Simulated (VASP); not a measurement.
# CaO (F-43m) in VASP: further runs

The runs below take CaO through single point, with PBE, r2SCAN.

All numbers are computed with VASP 6.6.1; they aren't measurements. Logs are shortened: lines on timing, memory, paths and dates and some standing lists are left out, and cuts for length are marked.

## 1. The cell of the first run

Symmetry: F-43m, No. 216, cubic system. Conventional cell: a = 5.213 Å, b = 5.213 Å, c = 5.213 Å, α = 90.00°, β = 90.00°, γ = 90.00°. Ca (site symmetry -43m) has 4 O at 2.26 Å within 3.0 Å. Within 3.0 Å of O (site symmetry -43m) lie 4 Ca at 2.26 Å.

## 2. Single point, PBE

Input file INCAR:

```
SYSTEM = CaO
ALGO = Normal ; EDIFF = 1E-7
ENCUT = 520 ; GGA = PE
ISIF = 2 ; ISMEAR = 0
LASPH = .TRUE. ; LCHARG = .FALSE.
LREAL = .FALSE. ; LWAVE = .FALSE.
NBANDS = 15 ; NELM = 80
PREC = Accurate ; SIGMA = 0.01
```

Input file KPOINTS:

```
k-points
0
G
  6 6 6
  0 0 0
```

Input file POSCAR:

```
CaO
1.0
    0.0000000000      2.6067317416      2.6067317416
    2.6067317416      0.0000000000      2.6067317416
    2.6067317416      2.6067317416      0.0000000000
Ca O
1 1
Direct
    0.0000000000      0.0000000000      0.0000000000
    0.2500000000      0.2500000000      0.2500000000
```

Potentials or basis: VASP PAW PBE potentials, release 64 (Ca_sv, O).

Command:

```console
$ cat potpaw_PBE.64/Ca_sv/POTCAR potpaw_PBE.64/O/POTCAR > POTCAR
$ mpirun -np 1 vasp_std > vasp.out
```

OUTCAR:

```text
SYSTEM = CaO
   EDIFF = 1E-7
   ENCUT = 520
   GGA = PE
   ISIF = 2
   ISMEAR = 0
   LASPH = .TRUE.
   LREAL = .FALSE.
   NELM = 80
   PREC = Accurate

 ion  position               nearest neighbor table
   1  0.000  0.000  0.000-   2 2.26   2 2.26   2 2.26   2 2.26
   2  0.250  0.250  0.250-   1 2.26   1 2.26   1 2.26   1 2.26

  LATTYP: Found a face centered cubic cell.
 ALAT       =     5.2134634832

  Lattice vectors:

 A1 = (   0.0000000000,   2.6067317416,   2.6067317416)
 A2 = (   2.6067317416,   0.0000000000,   2.6067317416)
 A3 = (   2.6067317416,   2.6067317416,   0.0000000000)

Analysis of symmetry for initial positions (statically):
=====================================================================
 Subroutine PRICEL returns:
 Original cell was already a primitive cell.

 Routine SETGRP: Setting up the symmetry group for a
 face centered cubic supercell.

 Subroutine GETGRP returns: Found 24 space group operations
 (whereof 24 operations were pure point group operations)
 out of a pool of 48 trial point group operations.

The static configuration has the point symmetry T_d .

Analysis of symmetry for dynamics (positions and initial velocities):
=====================================================================
 Subroutine PRICEL returns:
 Original cell was already a primitive cell.

 Routine SETGRP: Setting up the symmetry group for a
 face centered cubic supercell.

 Subroutine GETGRP returns: Found 24 space group operations
 (whereof 24 operations were pure point group operations)
 out of a pool of 48 trial point group operations.

The dynamic configuration has the point symmetry T_d .

 Subroutine INISYM returns: Found 24 space group operations
 (whereof 24 operations are pure point group operations),
 and found     1 'primitive' translations

----------------------------------------------------------------------------------------

                                     Primitive cell

  volume of cell :      35.4257

  direct lattice vectors                    reciprocal lattice vectors
     0.000000000  2.606731742  2.606731742    -0.191811068  0.191811068  0.191811068
     2.606731742  0.000000000  2.606731742     0.191811068 -0.191811068  0.191811068
     2.606731742  2.606731742  0.000000000     0.191811068  0.191811068 -0.191811068

  length of vectors
     3.686475382  3.686475382  3.686475382     0.332226516  0.332226516  0.332226516

  position of ions in fractional coordinates (direct lattice)
     0.000000000  0.000000000  0.000000000
     0.250000000  0.250000000  0.250000000

  ion indices of the primitive-cell ions
   primitive index   ion index
                 1           1
                 2           2

----------------------------------------------------------------------------------------

 KPOINTS: k-points

Automatic generation of k-mesh.
 Grid dimensions read from file:
 generate k-points for:    6    6    6

 Generating k-lattice:

  Cartesian coordinates                     Fractional coordinates (reciprocal lattice)
    -0.031968511  0.031968511  0.031968511     0.166666667  0.000000000  0.000000000
     0.031968511 -0.031968511  0.031968511     0.000000000  0.166666667  0.000000000
     0.031968511  0.031968511 -0.031968511     0.000000000  0.000000000  0.166666667

  Length of vectors
     0.055371086  0.055371086  0.055371086

  Shift w.r.t. Gamma in fractional coordinates (k-lattice)
     0.000000000  0.000000000  0.000000000

 Subroutine IBZKPT returns following result:
 ===========================================

 Found     16 irreducible k-points:

 Following reciprocal coordinates:
            Coordinates               Weight
  0.000000  0.000000  0.000000      1.000000
  0.166667  0.000000  0.000000      8.000000
  0.333333  0.000000  0.000000      8.000000
  0.500000  0.000000  0.000000      4.000000
  0.166667  0.166667  0.000000      6.000000
  0.333333  0.166667  0.000000     24.000000
[... 8 lines left out ...]
 -0.333333  0.333333  0.166667     24.000000
 -0.333333  0.500000  0.166667     12.000000
   k-points           NKPTS =     16   k-points in BZ     NKDIM =     16   number of bands    NBANDS=     15
   number of dos      NEDOS =    301   number of ions     NIONS =      2
   total plane-waves  NPLWV =  21952
   dimension x,y,z NGX =    28 NGY =   28 NGZ =   28
   dimension x,y,z NGXF=    56 NGYF=   56 NGZF=   56
   ions per type =               1   1
   NGX,Y,Z   is equivalent  to a cutoff of  12.63, 12.63, 12.63 a.u.
   NGXF,Y,Z  is equivalent  to a cutoff of  25.25, 25.25, 25.25 a.u.
 SYSTEM =  CaO
   PREC   = accura    normal or accurate (medium, high low for compatibility)
   ISTART =      0    job   : 0-new  1-cont  2-samecut
   ICHARG =      2    charge: 1-file 2-atom 10-const
   ISPIN  =      1    spin polarized calculation?
   LNONCOLLINEAR =      F non collinear calculations
   LSORBIT =      F    spin-orbit coupling
   LASPH  =      T    aspherical Exc in radial PAW
   ENCUT  =  520.0 eV  38.22 Ry    6.18 a.u.   6.85  6.85  6.85*2*pi/ulx,y,z
   NELM   =     80;   NELMIN=  2; NELMDL= -5     # of ELM steps
   EDIFF  = 0.1E-06   stopping-criterion for ELM
   LREAL  =      F    real-space projection
   EDIFFG = 0.1E-05   stopping-criterion for IOM
   NSW    =      0    number of steps for IOM
   IBRION =     -1    ionic relax: 0-MD 1-quasi-New 2-CG
   NFREE  =      0    steps in history (QN), initial steepest desc. (CG)
   ISIF   =      2    stress and relaxation
   ISYM   =      2    0-nonsym 1-usesym 2-fastsym
   POTIM  = 0.5000    time-step for ionic-motion
   TEBEG  =    0.0;   TEEND  =   0.0 temperature during run
   PSTRESS=    0.0 pullay stress
   NELECT =      16.0000    total number of electrons
   NUPDOWN=      -1.0000    fix difference up-down
   EMIN   =  10.00;   EMAX   =-10.00  energy-range for DOS
   EFERMI =   0.00;   METHOD = LEGACY
   ISMEAR =     0;   SIGMA  =   0.01  broadening in eV -4-tet -1-fermi 0-gaus
   EFERMI_NEDOS =   21; number of points for ismear=-14 and -15
   IALGO  =     38    algorithm
   IMIX   =      4    mixing-type and parameters
     AMIX     =   0.40;   BMIX     =  1.00
     AMIX_MAG =   1.60;   BMIX_MAG =  1.00
  volume/ion in A,a.u.               =      17.71       119.53
  Fermi-wavevector in a.u.,A,eV,Ry     =   1.256055  2.373599 21.465543  1.577673
  Thomas-Fermi vector in A             =   2.389781
   LORBIT       =      0    0 simple, 1 ext, 2 COOP (PROOUT), +10 PAW based schemes
   GGA     = PE    functional components
   LHFCALC =     F    Hartree Fock is set to
   AEXX    =    0.0000 exact exchange contribution
   IVDW    =     0    specifies the selected vdW correction
   LEPSILON=     F    determine dielectric tensor
   LRPA    =     F    only Hartree local field effects (RPA)
 non-spin polarized calculation
 Gauss-broadening in eV      SIGMA  =   0.01
  energy-cutoff  :      520.00
  volume of cell :       35.43
 maximum number of plane-waves:       962
   NGX = 13   NGY = 13   NGZ = 13

 number of electron      15.9999998 magnetization

 Free energy of the ion-electron system (eV)
  ---------------------------------------------------
  ext. energy  EPLUGINS =         0.00000000
  ---------------------------------------------------
  free energy    TOTEN  =       -12.43864109 eV

  energy without entropy =      -12.43864109  energy(sigma->0) =      -12.43864109

 E-fermi :   0.6708     XC(G=0):  -9.0418

 val. band max:        0.4807257311   @ k =  -0.3333   0.5000   0.1667
 cond. band min:       3.8074328882   @ k =   0.0000   0.0000   0.0000
 fundamental gap:      3.3267071571
 Fermi energy:         0.6707735992

 k-point     1 :       0.0000    0.0000    0.0000
  band No.  band energies     occupation
      1     -36.6682      2.00000
      2     -17.6082      2.00000
      3     -17.6082      2.00000
      4     -17.6082      2.00000
      5     -14.3120      2.00000
      6      -0.1442      2.00000
      7      -0.1442      2.00000
      8      -0.1442      2.00000
      9       3.8074      0.00000
     10       8.4531      0.00000
     11       8.4531      0.00000
     12      10.0847      0.00000
     13      10.0847      0.00000
     14      10.0847      0.00000
     15      17.0376      0.00000

 k-point     2 :       0.1667    0.0000    0.0000
  band No.  band energies     occupation
      1     -36.6570      2.00000
      2     -17.8094      2.00000
      3     -17.6217      2.00000
      4     -17.6217      2.00000
      5     -14.1151      2.00000
      6      -0.4024      2.00000
      7      -0.0710      2.00000
      8      -0.0710      2.00000
      9       4.7063      0.00000
     10       8.2026      0.00000
     11       8.2026      0.00000
     12       9.7114      0.00000
     13      10.2926      0.00000
     14      10.2926      0.00000
     15      14.6583      0.00000

 k-point     3 :       0.3333    0.0000    0.0000
  band No.  band energies     occupation
      1     -36.6343      2.00000
      2     -18.1527      2.00000
      3     -17.6484      2.00000
      4     -17.6484      2.00000
      5     -13.7939      2.00000
      6      -0.5593      2.00000
      7       0.0596      2.00000
      8       0.0596      2.00000
      9       6.1243      0.00000
     10       8.1489      0.00000
     11       8.1489      0.00000
     12       9.1086      0.00000
     13      10.1845      0.00000
     14      10.1845      0.00000
     15      12.5903      0.00000
[... 199 lines left out ...]
 k-point    15 :      -0.3333    0.3333    0.1667
  band No.  band energies     occupation
      1     -36.6118      2.00000
      2     -18.2923      2.00000
      3     -17.8175      2.00000
      4     -17.7161      2.00000
      5     -13.4948      2.00000
      6      -0.3300      2.00000
      7      -0.1067      2.00000
      8       0.3712      2.00000
      9       5.7054      0.00000
     10       7.1385      0.00000
     11       8.6962      0.00000
     12       9.9185      0.00000
     13      10.2423      0.00000
     14      11.8186      0.00000
     15      13.0217      0.00000

 k-point    16 :      -0.3333    0.5000    0.1667
  band No.  band energies     occupation
      1     -36.6081      2.00000
      2     -18.3272      2.00000
      3     -17.8049      2.00000
      4     -17.7494      2.00000
      5     -13.4505      2.00000
      6      -0.6056      2.00000
      7       0.1519      2.00000
      8       0.4807      2.00000
      9       5.4366      0.00000
     10       6.9695      0.00000
     11       9.0869      0.00000
     12       9.7333      0.00000
     13      10.3515      0.00000
     14      12.8311      0.00000
     15      13.8207      0.00000

------------------------ aborting loop because EDIFF is reached ----------------------------------------

  FORCE on cell =-STRESS in cart. coord.  units (eV):
  Direction    XX          YY          ZZ          XY          YZ          ZX
  --------------------------------------------------------------------------------------
  -------------------------------------------------------------------------------------
  Total        0.4071766      0.4071766      0.4071766      0.0000000     -0.0000000     -0.0000000
  in kB       18.4151138     18.4151138     18.4151138      0.0000000     -0.0000000     -0.0000000
  external PRESSURE =      18.4151138 kB  Pullay stress =       0.0000000 kB

 VOLUME and BASIS-vectors are now :
 -----------------------------------------------------------------------------
  energy-cutoff  :      520.00
  volume of cell :       35.43
      direct lattice vectors                 reciprocal lattice vectors
     0.000000000  2.606731742  2.606731742    -0.191811068  0.191811068  0.191811068
     2.606731742  0.000000000  2.606731742     0.191811068 -0.191811068  0.191811068
     2.606731742  2.606731742  0.000000000     0.191811068  0.191811068 -0.191811068

 POSITION                                       TOTAL-FORCE (eV/Angst)
 -----------------------------------------------------------------------------------
      0.00000      0.00000      0.00000         0.000000      0.000000      0.000000
      1.30337      1.30337      1.30337        -0.000000     -0.000000     -0.000000
 -----------------------------------------------------------------------------------
    total drift:                               -0.000000     -0.000000     -0.000000

  FREE ENERGIE OF THE ION-ELECTRON SYSTEM (eV)
  ---------------------------------------------------
  free  energy   TOTEN  =       -12.4386410910 eV

  energy  without entropy=      -12.4386410910  energy(sigma->0) =      -12.43864109
```

Wall time 5.4 s (1 thread of Intel Xeon 6975P-C (Granite Rapids), shared host); peak memory 0.15 GiB.

Results:

```yaml
Free_energy: -12.4386 eV
Pressure: 1.8 GPa
Band_gap_on_the_k_mesh: 3.33 eV, indirect (least direct gap 3.95 eV)
```

A k mesh can miss the band edges.

## 3. Single point, PBE

Input file INCAR:

```
  ALGO = Normal
  EDIFF = 1E-6
  ENCUT = 520
  GGA = PE
  ISIF = 2
  ISMEAR = 0
  LASPH = T
  LCHARG = F
  LREAL = F
  LWAVE = F
  NBANDS = 15
  NELM = 80
  PREC = Accurate
  SIGMA = 0.01
```

Input file KPOINTS:

```
k-points
0
Gamma
  6 6 6
```

POSCAR is that of step 2.

Potentials or basis: VASP PAW PBE potentials, release 64 (Ca_sv, O).

Command:

```console
$ cat potpaw_PBE.64/Ca_sv/POTCAR potpaw_PBE.64/O/POTCAR > POTCAR
$ mpirun -np 1 vasp_std > vasp.out
```

Run time: 4.8 s. Hardware: 1 thread of Intel Xeon 6975P-C (Granite Rapids), shared host; peak memory 0.15 GiB.

It converged, with:

- Free energy: -12.4386 eV
- Pressure: 1.9 GPa
- Band gap on the k mesh: 3.33 eV, indirect (least direct gap 3.95 eV)

Levels at points of the mesh, in eV from the valence-band top:
| k point | band 6 | band 7 | band 8 | band 9 | band 10 | band 11 |
| --- | --- | --- | --- | --- | --- | --- |
| (0.00, 0.00, 0.00) | -0.62 | -0.62 | -0.62 | 3.33 | 7.97 | 7.97 |
| (0.50, 0.00, 0.00) | -0.99 | -0.36 | -0.36 | 6.14 | 7.88 | 7.88 |
| (0.50, 0.50, 0.00) | -1.43 | 0.00 | 0.00 | 4.93 | 6.63 | 9.01 |

A k mesh can miss the band edges. As with any semilocal functional, this PBE gap is likely too small.

## 4. Single point, r2SCAN

POSCAR is that of step 3.

Input file INCAR.step1:

```
ALGO = Normal
EDIFF = 1E-4
ENCUT = 520
GGA = PE
ISMEAR = 0
LASPH = T
LCHARG = F
LREAL = F
LWAVE = T
NBANDS = 15
NELM = 100
PREC = Accurate
SIGMA = 0.01
```

Input file INCAR.step2:

```
ALGO = Normal
EDIFF = 1E-6
ENCUT = 520
ISIF = 2
ISMEAR = 0
ISTART = 1
LASPH = T
LCHARG = F
LMIXTAU = T
LREAL = F
LWAVE = F
METAGGA = R2SCAN
NBANDS = 15
NELM = 100
PREC = Accurate
SIGMA = 0.01
```

KPOINTS is that of step 3.

Command:

```console
$ cat potpaw_PBE.64/Ca_sv/POTCAR potpaw_PBE.64/O/POTCAR > POTCAR
$ cp INCAR.step1 INCAR
$ mpirun -np 1 vasp_std > vasp.out
$ cp INCAR.step2 INCAR
$ mpirun -np 1 vasp_std > vasp.out
```

Run time: 21 s. Hardware: 1 thread of Intel Xeon 6975P-C (Granite Rapids), shared host; peak memory 0.16 GiB.

It converged, with:

```
Free energy            : -18.9402 eV
Pressure               : 0.9 GPa
Band gap on the k mesh : 3.73 eV, indirect (least direct gap 4.36 eV)
```

Levels at points of the mesh, in eV from the valence-band top:
| k point | band 6 | band 7 | band 8 | band 9 | band 10 | band 11 |
| --- | --- | --- | --- | --- | --- | --- |
| (0.00, 0.00, 0.00) | -0.62 | -0.62 | -0.62 | 3.73 | 8.65 | 8.65 |
| (0.50, 0.00, 0.00) | -0.99 | -0.36 | -0.36 | 6.58 | 8.53 | 8.53 |
| (0.50, 0.50, 0.00) | -1.42 | 0.00 | 0.00 | 5.34 | 7.22 | 9.74 |

Caveat: the PAW data sets were made with another functional, which shifts forces and pressure a little.
